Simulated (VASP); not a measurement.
A run of VASP 6.6.1 is set up as follows.

INCAR

```
PREC = Accurate
ENCUT = 600
EDIFF = 1E-7
ISMEAR = 0
SIGMA = 0.01
LREAL = False
LASPH = True
NELM = 80
ALGO = Normal
ISIF = 3
LWAVE = False
LCHARG = False
GGA = PS
IBRION = 2
NSW = 100
EDIFFG = -0.005
```

Contents of KPOINTS:

```
regular mesh
0
Gamma
  10 10 10
```

Contents of POSCAR:

```
PbS
1.0
    0.0000000000      2.9650006778      2.9650006778
    2.9650006778      0.0000000000      2.9650006778
    2.9650006778      2.9650006778      0.0000000000
Pb S
1 1
Direct
    0.5000000000      0.5000000000      0.5000000000
    0.0000000000      0.0000000000      0.0000000000
```

Potentials or basis: VASP PAW PBE potentials, release 64 (Pb_d, S).

Command:

```bash
$ cat potpaw_PBE.64/Pb_d/POTCAR potpaw_PBE.64/S/POTCAR > POTCAR
$ mpirun -np 1 vasp_std > vasp.out
```

Problem. Predict the relaxed cell.

Solution. a = 4.174 Å, b = 4.174 Å, c = 4.174 Å, α = 60.00°, β = 60.00°, γ = 60.00°.

Problem. What does it give for the space group after relaxing (to 0.1 Å)?

Solution. Fm-3m (No. 225).

Final structure:
```
Pb S
1.0
     0.00000    2.95181    2.95181
     2.95181    0.00000    2.95181
     2.95181    2.95181    0.00000
Pb S
1 1
Direct
  0.50000 0.50000 0.50000
  0.00000 0.00000 0.00000
```
